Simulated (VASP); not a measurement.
Set up this calculation in VASP 6.6.1, as the native input.

- Task: single point
- Functional: PBEsol
- Potentials or basis: VASP PAW PBE potentials, release 64 (Al, N)
- Cutoff: 520 eV
- k mesh: 12 × 12 × 6
- Occupations: fermi-dirac, width 0.02 eV
- Spin: no spin polarisation
- Dipole correction: no
- Further INCAR settings: ALGO = Normal; EDIFF = 1e-06; NBANDS = 16

The structure of AlN lies in POSCAR:

```
AlN
1.0
    3.1138048259      0.0000000000      0.0000000000
   -1.5569024129      2.6966340816      0.0000000000
    0.0000000000      0.0000000000      4.9836777897
Al N
2 2
Direct
    0.3333333333      0.6666666667     -0.0034912790
    0.6666666667      0.3333333333      0.4965087210
    0.3333333333      0.6666666667      0.3784912790
    0.6666666667      0.3333333333      0.8784912790
```

One way to write it, as run:

INCAR

```
ALGO = Normal
EDIFF = 1E-6
ENCUT = 520
GGA = PS
ISIF = 2
ISMEAR = -1
LASPH = T
LCHARG = F
LREAL = F
LWAVE = F
NBANDS = 16
NELM = 60
PREC = Accurate
SIGMA = 0.02
```

KPOINTS

```
k-points
0
Gamma
  12 12 6
```

Potentials or basis: VASP PAW PBE potentials, release 64 (Al, N).

Launch:

```console
$ cat potpaw_PBE.64/Al/POTCAR potpaw_PBE.64/N/POTCAR > POTCAR
$ mpirun -np 1 vasp_std > vasp.out
```

It gave:

| Property | Result |
| --- | --- |
| Pressure | -0.1 GPa |
| Band gap on the k mesh | 4.11 eV |

Caveat: the PAW data sets were made with another functional, which shifts forces and pressure a little.

Wall time 16 s on 1 thread of Intel(R) Xeon(R) Platinum 8559C (Emerald Rapids) (shared host), peak memory 0.17 GiB.
